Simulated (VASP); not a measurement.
Wanted: the native input for a VASP 6.6.1 run.

* Task: single point
* Functional: PBEsol
* Potentials or basis: VASP PAW PBE potentials, release 64 (Sn_d, Se)
* Cutoff: 520 eV
* k mesh: 6 × 6 × 4
* Occupations: gaussian, width 0.05 eV
* Spin: no spin polarisation
* Dipole correction: no
* Further INCAR settings: ALGO = Normal; EDIFF = 1e-06; NBANDS = 20

The structure of SnSe2 lies in POSCAR:

```
SnSe2
1.0
    3.7495203087      0.0000000000      0.0000000000
   -1.8747601544      3.2471798393      0.0000000000
    0.0000000000      0.0000000000      6.3398987578
Sn Se
1 2
Direct
    0.0000000000      0.0000000000      0.0000000000
    0.3333333333      0.6666666667      0.2500000000
    0.6666666667      0.3333333333      0.7500000000
```

This cell differs from its parent crystal: ratio of the length along z to the lengths across it x 1.05, volume and fractional coordinates fixed.

The input as run:

INCAR

```
SYSTEM = SnSe2
ALGO = Normal
EDIFF = 1E-6
ENCUT = 520
GGA = PS
ISIF = 2
ISMEAR = 0
LASPH = .True.
LCHARG = .False.
LREAL = .False.
LWAVE = .False.
NBANDS = 20
NELM = 100
PREC = Accurate
SIGMA = 0.05
```

KPOINTS

```
k-points
0
Gamma
  6 6 4
  0 0 0
```

Potentials or basis: VASP PAW PBE potentials, release 64 (Sn_d, Se).

Launch:

```console
$ cat potpaw_PBE.64/Sn_d/POTCAR potpaw_PBE.64/Se/POTCAR > POTCAR
$ mpirun -np 1 vasp_std > vasp.out
```

It gave:

- Pressure: 2.5 GPa
- Largest force: 0.259 eV/Å
- Band gap on the k mesh: 0.61 eV, indirect (least direct gap 1.15 eV)

Caveat: the PAW data sets were made with another functional, which shifts forces and pressure a little; spin-orbit coupling is left out, which moves the levels of the heavy elements; this functional lacks dispersion, which binds the layers, so the pressure and a relaxed spacing across them are unreliable.

Run time: 34 s on 1 thread of Intel(R) Xeon(R) Platinum 8488C (Sapphire Rapids) (shared host), peak memory 0.2 GiB.
